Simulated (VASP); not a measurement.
Wanted: the native input for a VASP 6.6.1 run.

- Task: single point
- Functional: PBE
- Potentials or basis: VASP PAW PBE potentials, release 64 (Ta_pv, Nb_sv, N)
- Cutoff: 520 eV
- k mesh: 8 × 4 × 4
- Occupations: gaussian, width 0.2 eV
- Spin: no spin polarisation
- Dipole correction: no
- Further INCAR settings: ALGO = Normal; EDIFF = 1e-07; NBANDS = 62

The structure of Ta2NbN3 lies in POSCAR:

```
Ta2NbN3
1.0
    0.0000000000      0.0000000000     -2.9187374185
    2.6140077020     -4.5275941511      0.0000000000
   -7.8420231058     -4.5275941512      0.0000000000
Ta Nb N
4 2 6
Direct
    0.5000000000      0.5000000000      0.8333333333
    0.5000000000      1.0000000000      0.3333333333
    0.5000000000      0.0000000000      0.6666666667
    0.5000000000      0.5000000000      0.1666666667
    1.0000000000      0.0000000000      1.0000000000
    0.0000000000      0.5000000000      0.5000000000
    0.0000000000      0.1973218589      0.8026781411
    0.0000000000      0.6973218589      0.3026781411
    1.0000000000      0.1053562823      0.5000000000
    1.0000000000      0.6053562823      1.0000000000
    1.0000000000      0.6973218589      0.6973218589
    1.0000000000      0.1973218589      0.1973218589
```

These files were run (other wordings do the same):

INCAR

```
SYSTEM = Ta2NbN3
PREC = Accurate
ENCUT = 520
EDIFF = 1E-7
ISMEAR = 0
SIGMA = 0.2
LREAL = .FALSE.
LASPH = .TRUE.
NELM = 100
ALGO = Normal
ISIF = 2
LWAVE = .FALSE.
LCHARG = .FALSE.
GGA = PE
NBANDS = 62
```

KPOINTS

```
regular mesh
0
G
  8 4 4
  0 0 0
```

Potentials or basis: VASP PAW PBE potentials, release 64 (Ta_pv, Nb_sv, N).

Command:

```sh
$ cat potpaw_PBE.64/Ta_pv/POTCAR potpaw_PBE.64/Nb_sv/POTCAR potpaw_PBE.64/N/POTCAR > POTCAR
$ mpirun -np 1 vasp_std > vasp.out
```

Results of the run:

```yaml
Pressure: 0.4 GPa
Largest_force: 0.074 eV/Å
Band_gap_on_the_k_mesh: zero (band 50 reaches 10.34 eV, above the bottom of band 51 at 8.64 eV)
```

Caveat: spin-orbit coupling is left out, which moves the levels of the heavy elements.

Wall time 4.9 min on 1 thread of AMD EPYC 9R45 96-Core Processor (Zen 5), on a shared host, peak memory 0.42 GiB.
